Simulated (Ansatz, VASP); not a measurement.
## Cd in VASP and in Ansatz

INCAR

```
SYSTEM = Cd
PREC = Accurate
ENCUT = 600
EDIFF = 1E-6
ISMEAR = 0
SIGMA = 0.1
LREAL = .False.
LASPH = .True.
NELM = 100
ALGO = Fast
ISIF = 3
LWAVE = .False.
LCHARG = .False.
GGA = PE
IBRION = 2
NSW = 80
EDIFFG = -0.01
```

Contents of KPOINTS:

```
regular mesh
0
Gamma
  16 16 16
  0 0 0
```

POSCAR

```
Cd
1.0
    0.0000000000      2.2513177346      2.2513177346
    2.2513177346      0.0000000000      2.2513177346
    2.2513177346      2.2513177346      0.0000000000
Cd
1
Direct
    0.0000000000      0.0000000000      0.0000000000
```

Input for Ansatz:

```yaml
crystal:
  lattice:
    - [0.0, 2.2513177376, 2.2513177376]
    - [2.2513177376, 0.0, 2.2513177376]
    - [2.2513177376, 2.2513177376, 0.0]
  atoms:
    - { symbol: Cd, position: [0.0, 0.0, 0.0] }
basis:
  ecutwfc: 420
kpoints:
  mp_grid: { grid: [16, 16, 16] }
hamiltonian:
  xc: pbe
scf:
  occupations: { method: gaussian, width: 0.1 }
output:
  forces: true
  stress: true
  eigenvalues: true
relax:
  adjacent_minimum: "off"
  f_tol: 0.01
  max_steps: 60
  cell: { stress_tol: 0.1 }
```

Alike in both runs: task relaxation of cell and atoms; functional PBE; k mesh 16 × 16 × 16; occupations gaussian, width 0.1 eV; no spin polarisation.

|  | VASP | Ansatz |
| --- | --- | --- |
| version | VASP 6.6.1 | Ansatz 0.2.0 |
| potentials or method | VASP PAW PBE potentials, release 64 (Cd), cutoff 600 eV | scalar-relativistic, plane waves, PAW |
| valence electrons in the cell | 12 | 20 |

```csv
,VASP,Ansatz,Ansatz less VASP
"gap on the k mesh at the Fermi level, each at its own relaxed structure (eV)",none,none,-
relaxed volume (Å³/atom),22.98,22.90,-0.087
relaxed cell length with the largest relative difference (Å),3.191,3.187,-0.0040
```

A gap of «none» marks a metal or a gap that the smearing closes. VASP's potentials hold 12 valence electrons a cell and Ansatz's 20, so a difference there can come from the potentials and not from the codes.
